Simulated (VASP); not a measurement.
A run of VASP 6.6.1 is set up as follows.

File INCAR:

```
SYSTEM = Yb
ALGO = Normal ; EDIFF = 1E-6
ENCUT = 520 ; GGA = RE
ISIF = 2 ; ISMEAR = -1
LASPH = .TRUE. ; LCHARG = .FALSE.
LREAL = .FALSE. ; LWAVE = .FALSE.
NBANDS = 43 ; NELM = 100
PREC = Accurate ; SIGMA = 0.1
```

Contents of KPOINTS:

```
k-points
0
G
  7 7 10
  0 0 0
```

The input POSCAR:

```
Yb
1.0
    5.7787083684      0.0000000000      0.0000000000
   -2.8893541842      5.0045082481      0.0000000000
    0.0000000000      0.0000000000      3.4539978177
Yb
3
Direct
    0.0000000000      1.0000000000      0.0000000000
    0.3333333333      0.6666666667      0.5000000000
    0.6666666667      0.3333333333      0.5000000000
```

Potentials or basis: VASP PAW PBE potentials, release 64 (Yb).

Run with:

```console
$ cat potpaw_PBE.64/Yb/POTCAR > POTCAR
$ mpirun -np 1 vasp_std > vasp.out
```

(1) What does it give for the pressure?

(2) Estimate the band gap on the k mesh.

## Answers

(1) 1.6 GPa.

(2) zero (bands 36 and 37 overlap by 0.53 eV).

Caveat: the PAW data sets were made with another functional, which shifts forces and pressure a little; spin-orbit coupling is left out, which moves the levels of the heavy elements.
